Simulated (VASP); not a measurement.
Wanted: the native input for a VASP 6.6.1 run.

| Item | Value |
| --- | --- |
| Task | relaxation of cell and atoms |
| Functional | PBE |
| Potentials or basis | VASP PAW PBE potentials, release 64 (W_sv) |
| Cutoff | 500 eV |
| k mesh | 11 × 11 × 11 |
| Occupations | fermi-dirac, width 0.1 eV |
| Spin | no spin polarisation |
| Target pressure | 10 GPa |
| Dipole correction | no |
| Further INCAR settings | ALGO = Normal; EDIFF = 1e-07; IBRION = 2; EDIFFG = -0.01; NSW = 60; ISIF = 3 |

The structure of W lies in POSCAR:

```
W
1.0
   -1.5823450000      1.5823450000      1.5823450000
    1.5823450000     -1.5823450000      1.5823450000
    1.5823450000      1.5823450000     -1.5823450000
W
1
Direct
    0.0000000000      0.0000000000      0.0000000000
```

These files were run (other wordings do the same):

INCAR

```
SYSTEM = W
  PREC = Accurate
  ENCUT = 500
  EDIFF = 1E-7
  ISMEAR = -1
  SIGMA = 0.1
  LREAL = .False.
  LASPH = .True.
  NELM = 120
  ALGO = Normal
  ISIF = 3
  LWAVE = .False.
  LCHARG = .False.
  GGA = PE
  IBRION = 2
  NSW = 60
  EDIFFG = -0.01
  PSTRESS = 100.0
  GGA_COMPAT = .False.
  NELMIN = 4
```

KPOINTS

```
Automatic mesh
0
Gamma
  11 11 11
  0 0 0
```

Potentials or basis: VASP PAW PBE potentials, release 64 (W_sv).

Launch:

```bash
$ cat potpaw_PBE.64/W_sv/POTCAR > POTCAR
$ mpirun -np 1 vasp_std > vasp.out
```

Results of the run:

```yaml
Relaxed_volume: 15.69 Å³/atom
Relaxed_cell: a = 2.731 Å, b = 2.731 Å, c = 2.731 Å, α = 109.47°, β = 109.47°, γ = 109.47°
Space_group_after_relaxing_to_0.05_Å: Im-3m (No. 229)
Energy_change_on_relaxing_the_enthalpy_is_what_falls: +8.2 meV/atom
Ionic_steps: 3
Pressure_after_relaxing: 9.9 GPa
Band_gap_on_the_k_mesh: zero (band 7 reaches 15.97 eV, above the bottom of band 8 at 10.35 eV)
```

Caveat: the cell is relaxed towards a set pressure, so the enthalpy falls and the energy may rise; spin-orbit coupling is left out, which moves the levels of the heavy elements.

Run time: 8.8 s on 1 thread of Intel(R) Xeon(R) 6975P-C (Granite Rapids), on a shared host, peak memory 0.13 GiB.
